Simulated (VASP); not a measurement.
Wanted: the native input for a VASP 6.6.1 run.

```
Task                   : single point
Functional             : PBE
Dispersion             : D3(BJ)
Potentials or basis    : VASP PAW PBE potentials, release 64 (Al, H)
Cutoff                 : 520 eV
k mesh                 : 6 × 6 × 1
Occupations            : gaussian, width 0.1 eV
Spin                   : no spin polarisation
Dipole correction      : yes
Further INCAR settings : ALGO = Normal; EDIFF = 1e-07; NBANDS = 30
```

The structure of Al12H lies in POSCAR:

```
Al12H
1.0
    5.6314608525      0.0000000000      0.0000000000
   -2.8157304263      4.8769881587      0.0000000000
    0.0000000000      0.0000000000     21.5684292007
Al H
12 1
Direct
    0.3333333333      0.1666666667      0.1854562501
    0.3333333333      0.6666666667      0.1854562501
    0.8333333333      0.1666666667      0.1854562501
    0.8333333333      0.6666666667      0.1854562501
    0.1666666667      0.3333333333      0.2913950739
    0.1666666667      0.8333333333      0.2913950739
    0.6666666667      0.3333333333      0.2913950739
    0.6666666667      0.8333333333      0.2913950739
    0.0000000000      0.0000000000      0.3972671872
    0.0000000000      0.5000000000      0.3972671872
    0.5000000000      0.0000000000      0.3972671872
    0.5000000000      0.5000000000      0.3972671872
    0.0000000000      0.0000000000      0.5363593748
```

These files were run (other wordings do the same):

INCAR

```
SYSTEM = Al12H
PREC     = Accurate       ! precision mode
ENCUT    = 520            ! plane-wave cutoff, eV
EDIFF    = 1E-7           ! SCF threshold, eV
ISMEAR   = 0              ! smearing method
SIGMA    = 0.1            ! smearing width, eV
LREAL    = .FALSE.        ! projectors in reciprocal space
LASPH    = .TRUE.         ! aspherical terms in the spheres
NELM     = 60             ! most SCF steps
ALGO     = Normal         ! electronic algorithm
ISIF     = 2              ! what is computed and relaxed
LWAVE    = .FALSE.        ! write WAVECAR
LCHARG   = .FALSE.        ! write CHGCAR
LDIPOL   = .TRUE.       
IDIPOL   = 3            
DIPOL    = 0.5 0.5 0.310
GGA      = PE             ! functional
IVDW     = 12             ! dispersion correction
NBANDS   = 30             ! bands
```

KPOINTS

```
Automatic mesh
0
G
  6 6 1
  0 0 0
```

Potentials or basis: VASP PAW PBE potentials, release 64 (Al, H).

Launch:

```sh
$ cat potpaw_PBE.64/Al/POTCAR potpaw_PBE.64/H/POTCAR > POTCAR
$ mpirun -np 1 vasp_std > vasp.out
```

Results of the run:

| Item | Value |
| --- | --- |
| Largest force | 1.179 eV/Å |
| Band gap on the k mesh | zero (an odd number of electrons rules out a gap without spin polarisation) |
| Dispersion energy per atom | -0.224 eV |

It took 5.1 min on 1 thread of AMD EPYC 7R13 Processor (Zen 3) (shared host), peak memory 0.59 GiB.
